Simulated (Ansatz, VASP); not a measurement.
Two plane-wave programs on GaN

The input INCAR:

```
SYSTEM = GaN
PREC = Accurate ; ENCUT = 520
EDIFF = 1E-6 ; ISMEAR = 0
SIGMA = 0.05 ; LREAL = .False.
LASPH = .True. ; NELM = 100
ALGO = Normal ; ISIF = 2
LWAVE = .False. ; LCHARG = .True.
GGA = PE ; LELF = .True.
LVHAR = .True. ; NBANDS = 26
```

KPOINTS

```
Automatic mesh
0
Gamma
  12 12 6
  0 0 0
```

Contents of POSCAR:

```
GaN
1.0
    3.1799996605      0.0000000000      0.0000000000
   -1.5899998303      2.7539604900      0.0000000000
    0.0000000000      0.0000000000      5.1660000000
Ga N
2 2
Direct
    0.3333333333      0.6666666667      0.0232288037
    0.6666666667      0.3333333333      0.5000000000
    0.3333333333      0.6666666667      0.3750000000
    0.6666666667      0.3333333333      0.8750000000
```

Input for Ansatz:

```yaml
crystal:
  lattice:
    - [3.1799996605, 0.0, 0.0]
    - [-1.5899998303, 2.75396049, 0.0]
    - [0.0, 0.0, 5.166]
  atoms:
    - { symbol: Ga, position: [0.3333333333, 0.6666666667, 0.0232288037] }
    - { symbol: Ga, position: [0.6666666667, 0.3333333333, 0.5] }
    - { symbol: "N", position: [0.3333333333, 0.6666666667, 0.375] }
    - { symbol: "N", position: [0.6666666667, 0.3333333333, 0.875] }
basis:
  ecutwfc: 420
kpoints:
  mp_grid: { grid: [12, 12, 6] }
hamiltonian:
  xc: pbe
scf:
  occupations: { method: gaussian, width: 0.05 }
output:
  forces: true
  stress: true
  eigenvalues: true
```

Alike in both runs: task single point; functional PBE; k mesh 12 × 12 × 6; occupations gaussian, width 0.05 eV; no spin polarisation.

|  | VASP | Ansatz |
| --- | --- | --- |
| version | VASP 6.6.1 | Ansatz 0.2.0 |
| potentials or method | VASP PAW PBE potentials, release 64 (Ga_d, N), cutoff 520 eV | scalar-relativistic, plane waves, PAW |
| valence electrons in the cell | 36 | 36 |

```tsv
	VASP	Ansatz	Ansatz less VASP
gap on the k mesh at the Fermi level (eV)	1.71	1.71	-0.004
least direct gap on the mesh (eV)	1.71	1.71	-0.004
pressure (GPa)	8.6	8.6	-0.09
traceless stress, the component that is largest in VASP (GPa)	7.74	7.90	+0.157
rms of the force components (eV/Å)	1.111	1.123	+0.0122
```

Atom by atom the forces differ by 0.016 eV/Å (rms over components). With one functional, cell and mesh, what is left measures potentials, basis and numerics.
